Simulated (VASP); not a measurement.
# SiMo12 in VASP: single point with PBE

Aim: the single point of SiMo12 with PBE.

All numbers are computed with VASP 6.6.1; they aren't measurements. Logs are shortened: lines on timing, memory, paths and dates and some standing lists are left out, and cuts for length are marked.

## 1. The cell of the first run

The cell holds a slab with vacuum, 13 atoms: a = 5.474 Å, b = 5.474 Å, c = 19.808 Å, α = 90.00°, β = 90.00°, γ = 109.47°.

## 2. Single point, PBE

Input file INCAR:

```
SYSTEM = SiMo12
PREC = Accurate
ENCUT = 520
EDIFF = 1E-7
ISMEAR = 0
SIGMA = 0.1
LREAL = .False.
LASPH = .True.
NELM = 100
ALGO = Normal
ISIF = 2
LWAVE = .False.
LCHARG = .True.
LDIPOL = .True.
IDIPOL = 3
DIPOL = 0.5 0.5 0.328
GGA = PE
LELF = .True.
LVHAR = .True.
LVACPOTAV = .True.
NBANDS = 98
```

Input file KPOINTS:

```
regular mesh
0
Gamma
  5 5 1
  0 0 0
```

Input file POSCAR:

```
SiMo12
1.0
    5.4740909335      0.0000000000      0.0000000000
   -1.8246969778      5.1610224265      0.0000000000
    0.0000000000      0.0000000000     19.8082441207
Mo Si
12 1
Direct
    0.2500000000      0.2500000000      0.2019361219
    0.2500000000      0.7500000000      0.2019361219
    0.7500000000      0.2500000000      0.2019361219
    0.7500000000      0.7500000000      0.2019361219
    0.0000000000      0.0000000000      0.3106875864
    0.0000000000      0.5000000000      0.3106875864
    0.5000000000      0.0000000000      0.3106875864
    0.5000000000      0.5000000000      0.3106875864
    0.2500000000      0.2500000000      0.4194336494
    0.2500000000      0.7500000000      0.4194336494
    0.7500000000      0.2500000000      0.4194336494
    0.7500000000      0.7500000000      0.4194336494
    0.2500000000      0.2500000000      0.5368129038
```

Potentials or basis: VASP PAW PBE potentials, release 64 (Mo_sv, Si).

Run with:

```
> cat potpaw_PBE.64/Mo_sv/POTCAR potpaw_PBE.64/Si/POTCAR > POTCAR
> mpirun -np 1 vasp_std > vasp.out
```

OUTCAR:

```text
SYSTEM = SiMo12
   PREC = Accurate
   ENCUT = 520
   EDIFF = 1E-7
   ISMEAR = 0
   LREAL = .False.
   LASPH = .True.
   NELM = 100
   ISIF = 2
   GGA = PE

 ion  position               nearest neighbor table
   1  0.250  0.250  0.202-   5 2.67   8 2.67   2 2.74   2 2.74   3 2.74   3 2.74   7 3.10   6 3.10
                             4 3.16   4 3.16
   2  0.250  0.750  0.202-   6 2.67   7 2.67   1 2.74   1 2.74   4 2.74   4 2.74   5 3.10   8 3.10
                             3 3.16   3 3.16
   3  0.750  0.250  0.202-   6 2.67   7 2.67   4 2.74   4 2.74   1 2.74   1 2.74   5 3.10   8 3.10
                             2 3.16   2 3.16
   4  0.750  0.750  0.202-   5 2.67   8 2.67   3 2.74   3 2.74   2 2.74   2 2.74   7 3.10   6 3.10
                             1 3.16   1 3.16
   5  0.000  0.000  0.311-   9 2.67  12 2.67   1 2.67   4 2.67   6 2.74   6 2.74   7 2.74   7 2.74
                            11 3.10  10 3.10   3 3.10   2 3.10   8 3.16   8 3.16
   6  0.000  0.500  0.311-  10 2.67  11 2.67   2 2.67   3 2.67   5 2.74   5 2.74   8 2.74   8 2.74
                             9 3.10  12 3.10   1 3.10   4 3.10   7 3.16   7 3.16
   7  0.500  0.000  0.311-  10 2.67  11 2.67   2 2.67   3 2.67   8 2.74   8 2.74   5 2.74   5 2.74
                             9 3.10  12 3.10   1 3.10   4 3.10   6 3.16   6 3.16
   8  0.500  0.500  0.311-   9 2.67  12 2.67   1 2.67   4 2.67   7 2.74   7 2.74   6 2.74   6 2.74
                            11 3.10  10 3.10   3 3.10   2 3.10   5 3.16   5 3.16
   9  0.250  0.250  0.419-  13 2.33   8 2.67   5 2.67  10 2.74  10 2.74  11 2.74  11 2.74   6 3.10
                             7 3.10  12 3.16  12 3.16
  10  0.250  0.750  0.419-   6 2.67   7 2.67   9 2.74   9 2.74  12 2.74  12 2.74   5 3.10   8 3.10
                            11 3.16  11 3.16
  11  0.750  0.250  0.419-   6 2.67   7 2.67  12 2.74  12 2.74   9 2.74   9 2.74   5 3.10   8 3.10
                            10 3.16  10 3.16
  12  0.750  0.750  0.419-   5 2.67   8 2.67  11 2.74  11 2.74  10 2.74  10 2.74   7 3.10   6 3.10
                             9 3.16   9 3.16
  13  0.250  0.250  0.537-   9 2.33

  LATTYP: Found a base centered orthorhombic cell.
 ALAT       =     6.3209357480
 B/A-ratio  =     1.4142135624
 C/A-ratio  =     3.1337518542

  Lattice vectors:

 A1 = (   5.4740909335,   0.0000000000,   0.0000000000)
 A2 = (  -1.8246969778,   5.1610224265,   0.0000000000)
 A3 = (   0.0000000000,   0.0000000000,  19.8082441207)

Analysis of symmetry for initial positions (statically):
=====================================================================
 Subroutine PRICEL returns:
 Original cell was already a primitive cell.

 Routine SETGRP: Setting up the symmetry group for a
 base centered orthorhombic supercell.

 Subroutine GETGRP returns: Found  4 space group operations
 (whereof  2 operations were pure point group operations)
 out of a pool of  8 trial point group operations.

The static configuration has the point symmetry C_1h.
 The point group associated with its full space group is C_2v.

[... 147 lines left out ...]
   IVDW    =     0    specifies the selected vdW correction
   LEPSILON=     F    determine dielectric tensor
   LRPA    =     F    only Hartree local field effects (RPA)
 non-spin polarized calculation
 Gauss-broadening in eV      SIGMA  =   0.10
  energy-cutoff  :      520.00
  volume of cell :      559.62
 maximum number of plane-waves:     15102
 NGX is ok and might be reduce to    42
   NGX = 21   NGY = 21   NGZ = 73

 dipolmoment           0.000000      0.000000     -0.001961 electrons x Angstroem

 number of electron     171.9999986 magnetization

 dipolmoment           0.000000      0.000000      0.040672 electrons x Angstroem

 Free energy of the ion-electron system (eV)
  ---------------------------------------------------
  ext. energy  EPLUGINS =         0.00000000
  ---------------------------------------------------
  free energy    TOTEN  =      -125.88361988 eV

  energy without entropy =     -125.81223198  energy(sigma->0) =     -125.84792593

 E-fermi :   1.5289     XC(G=0):  -5.9586

 val. band max:        1.5245320314   @ k =   0.4000   0.4000   0.0000
 cond. band min:       1.5394127419   @ k =  -0.4000   0.2000   0.0000
 fundamental gap:      0.0148807105
 Fermi energy:         1.5288728288

 k-point     1 :       0.0000    0.0000    0.0000
  band No.  band energies     occupation
      1     -59.6882      2.00000
      2     -59.5101      2.00000
      3     -59.5045      2.00000
      4     -59.4513      2.00000
      5     -59.4302      2.00000
      6     -59.3774      2.00000
[... 898 lines left out ...]
     97       2.3878      0.00000
     98       2.4293      0.00000

------------------------ aborting loop because EDIFF is reached ----------------------------------------

  FORCE on cell =-STRESS in cart. coord.  units (eV):
  Direction    XX          YY          ZZ          XY          YZ          ZX
  --------------------------------------------------------------------------------------
  -------------------------------------------------------------------------------------
  Total       -9.9694801    -10.0495281      2.2364413     -0.1132050      0.0000000      0.0000000
  in kB      -28.5423259    -28.7715010      6.4028652     -0.3241026      0.0000000      0.0000000
  external PRESSURE =     -16.9703206 kB  Pullay stress =       0.0000000 kB

 VOLUME and BASIS-vectors are now :
 -----------------------------------------------------------------------------
  energy-cutoff  :      520.00
  volume of cell :      559.62
      direct lattice vectors                 reciprocal lattice vectors
     5.474090934  0.000000000  0.000000000     0.182678734  0.064586686  0.000000000
    -1.824696978  5.161022426  0.000000000     0.000000000  0.193760057  0.000000000
     0.000000000  0.000000000 19.808244121     0.000000000  0.000000000  0.050484030

 POSITION                                       TOTAL-FORCE (eV/Angst)
 -----------------------------------------------------------------------------------
      0.91235      1.29026      4.00000        -0.000000     -0.000000      0.045334
      0.00000      3.87077      4.00000         0.000000     -0.000000     -0.087797
      3.64939      1.29026      4.00000        -0.000000      0.000000     -0.087797
      2.73705      3.87077      4.00000         0.000000     -0.000000      0.253753
      0.00000      0.00000      6.15418        -0.161711     -0.228693     -0.585449
     -0.91235      2.58051      6.15418        -0.110709      0.078283     -0.068021
      2.73705      0.00000      6.15418         0.110709     -0.078283     -0.068021
      1.82470      2.58051      6.15418         0.161711      0.228693     -0.585449
      0.91235      1.29026      8.30824        -0.000000      0.000000     -0.200129
      0.00000      3.87077      8.30824         0.000000     -0.000000      0.740362
      3.64939      1.29026      8.30824         0.000000     -0.000000      0.740362
      2.73705      3.87077      8.30824        -0.000000      0.000000     -0.110294
      0.91235      1.29026     10.63332         0.000000     -0.000000      0.013144
 -----------------------------------------------------------------------------------
    total drift:                                0.000000      0.000000      0.000720

  FREE ENERGIE OF THE ION-ELECTRON SYSTEM (eV)
  ---------------------------------------------------
  free  energy   TOTEN  =      -125.8836198824 eV

  energy  without entropy=     -125.8122319811  energy(sigma->0) =     -125.84792593

 vacuum level on the upper side and lower side of the slab         6.416         6.156
```

Run time: 43 min. Hardware: 1 thread of Intel Xeon 8259CL, shared host; peak memory 0.77 GiB.

What came out:

```
Free energy            : -125.8836 eV
Largest force          : 0.740 eV/Å
Band gap on the k mesh : zero (bands 86 and 87 overlap by 1.72 eV)
```

Forces in eV/Å, atoms in the order of the input:
```
Mo   0.000  0.000  0.045
Mo   0.000  0.000 -0.088
Mo   0.000  0.000 -0.088
Mo   0.000  0.000  0.254
Mo  -0.162 -0.229 -0.585
Mo  -0.111  0.078 -0.068
Mo   0.111 -0.078 -0.068
Mo   0.162  0.229 -0.585
Mo   0.000  0.000 -0.200
Mo   0.000  0.000  0.740
Mo   0.000  0.000  0.740
Mo   0.000  0.000 -0.110
Si   0.000  0.000  0.013
```
